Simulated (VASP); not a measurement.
Input of a VASP 6.6.1 run:

File POSCAR:

```
ZnS
1.0
    0.0000000000      2.6402041149      2.7581630583
    2.6402041149      0.0000000000      2.7581630583
    2.6402041149      2.6402041149      0.0000000000
Zn S
1 1
Direct
    0.0000000000      0.0000000000      0.0000000000
    0.2500000000      0.2500000000      0.2500000000
```

File INCAR.step1:

```
  PREC = Accurate
  ENCUT = 520
  ISMEAR = 0
  SIGMA = 0.01
  LREAL = False
  LASPH = True
  NELM = 80
  NBANDS = 16
  GGA = PE
  ALGO = Normal
  EDIFF = 1E-4
  LWAVE = True
  LCHARG = False
```

File INCAR.step2:

```
  PREC = Accurate
  ENCUT = 520
  EDIFF = 1E-6
  ISMEAR = 0
  SIGMA = 0.01
  LREAL = False
  LASPH = True
  NELM = 80
  ALGO = Normal
  ISIF = 2
  LWAVE = False
  LCHARG = False
  METAGGA = R2SCAN
  LMIXTAU = True
  NBANDS = 16
  ISTART = 1
```

The input KPOINTS:

```
Automatic mesh
0
Gamma
  8 8 8
```

Potentials or basis: VASP PAW PBE potentials, release 64 (Zn, S).

Run with:

```sh
$ cat potpaw_PBE.64/Zn/POTCAR potpaw_PBE.64/S/POTCAR > POTCAR
$ cp INCAR.step1 INCAR
$ mpirun -np 1 vasp_std > vasp.out
$ cp INCAR.step2 INCAR
$ mpirun -np 1 vasp_std > vasp.out
```

(1) What does it give for the band gap on the k mesh?

(2) Predict the pressure.

Answers

(1) 2.73 eV, direct.

(2) 1.4 GPa.

Caveat: the cell differs from its parent crystal (epitaxial xy strain -2.0%); the PAW data sets were made with another functional, which shifts forces and pressure a little.
